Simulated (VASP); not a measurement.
Crystal: NaI.

```xyz
2
Lattice="0.0000 3.5810 3.5810 3.5810 0.0000 3.5810 3.5810 3.5810 0.0000" Properties=species:S:1:pos:R:3 pbc="T T T"
Na    0.0000    0.0000    0.0000
I     1.7905    1.7905    1.7905
```

- Program: VASP 6.6.1
- Task: relaxation of cell and atoms
- Functional: LDA
- Potentials or basis: VASP PAW LDA potentials, release 64 (Na_pv, I)
- Cutoff: 600 eV
- k mesh: 6 × 6 × 6
- Occupations: fermi-dirac, width 0.02 eV
- Spin: no spin polarisation

At the start: pressure -1.2 GPa; volume 45.92 Å³/atom.

Task: How do energy, volume and symmetry change on relaxing?

Result: Over 4 steps the energy falls by 21.0 meV/atom and the volume is 40.89 Å³/atom (-11.0 %); space group F-43m (No. 216, to 0.05 Å).

Step by step:
| step | energy change (eV) | largest force (eV/Å) | pressure (GPa) | volume (Å³) |
| --- | --- | --- | --- | --- |
| 1 | 0.0000 | 0.0000 | -1.21 | 91.84 |
| 2 | -0.0282 | 0.0000 | -0.76 | 87.31 |
| 3 | -0.0419 | 0.0000 | -0.09 | 82.39 |
| 4 | -0.0420 | 0.0000 | 0.02 | 81.77 |

Final structure:
```yaml
crystal:
  lattice:
    - [0.00000, 3.44499, 3.44499]
    - [3.44499, 0.00000, 3.44499]
    - [3.44499, 3.44499, 0.00000]
  atoms:
    - { symbol: Na, position: [0.00000, 0.00000, 0.00000] }
    - { symbol: I, position: [0.25000, 0.25000, 0.25000] }
```
